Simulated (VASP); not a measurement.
Runs of VASP 6.6.1 on BN (ke600). The structure is that of space group F-43m (No. 216), or close to it. The cells are those of the table. 

| task | cell | k mesh | cutoff (eV) | smearing | gap on the mesh (eV) | pressure (GPa) | relaxed volume (Å³/atom) |
| --- | --- | --- | --- | --- | --- | --- | --- |
| single point | a = 2.531 Å, angles 60.0°, 2 atoms | 10 × 10 × 10 | 520 | gaussian 0.1 eV | 4.38 | 1.5 | - |
| single point | a = 2.531 Å, angles 60.0°, 2 atoms | 12 × 12 × 12 | 520 | gaussian 0.02 eV | 4.38 | (a) | - |
| relaxation of cell and atoms | relaxed from a = 2.564 Å, angles 60.0°, 2 atoms | 10 × 10 × 10 | 600 | gaussian 0.1 eV | 4.38 | -0.1 | 5.75 |
| relaxation of cell and atoms | relaxed from a = 2.531 Å, angles 60.0°, 2 atoms | 12 × 12 × 12 | 600 | gaussian 0.02 eV | 4.38 | 0.0 | 5.75 |

Alike in all rows: level LDA; potentials or basis VASP PAW LDA potentials, release 64 (B, N); no spin polarisation.

**Question.** Fill in the values left out.

**Answer.** (a) 1.2.

A k mesh can miss the band edges.
